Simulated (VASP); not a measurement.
A run of VASP 6.6.1 is set up as follows.

Contents of INCAR:

```
SYSTEM = NaI
PREC = Accurate
ENCUT = 520
EDIFF = 1E-6
ISMEAR = 0
SIGMA = 0.02
LREAL = .FALSE.
LASPH = .TRUE.
NELM = 80
ALGO = Normal
ISIF = 2
LWAVE = .FALSE.
LCHARG = .FALSE.
GGA = PE
NBANDS = 14
```

File KPOINTS:

```
regular mesh
0
G
  6 6 6
  0 0 0
```

Contents of POSCAR:

```
NaI
1.0
    0.0000000000      3.2645265179      3.2645265179
    3.2645265179      0.0000000000      3.2645265179
    3.2645265179      3.2645265179      0.0000000000
Na I
1 1
Direct
    0.0000000000      0.0000000000      0.0000000000
    0.5000000000      0.5000000000      0.5000000000
```

Potentials or basis: VASP PAW PBE potentials, release 64 (Na_pv, I).

Run with:

```console
$ cat potpaw_PBE.64/Na_pv/POTCAR potpaw_PBE.64/I/POTCAR > POTCAR
$ mpirun -np 1 vasp_std > vasp.out
```

What does it give for the band gap on the k mesh?

3.57 eV.

Predict the pressure.

0.0 GPa.

Caveat: spin-orbit coupling is left out, which moves the levels of the heavy elements.
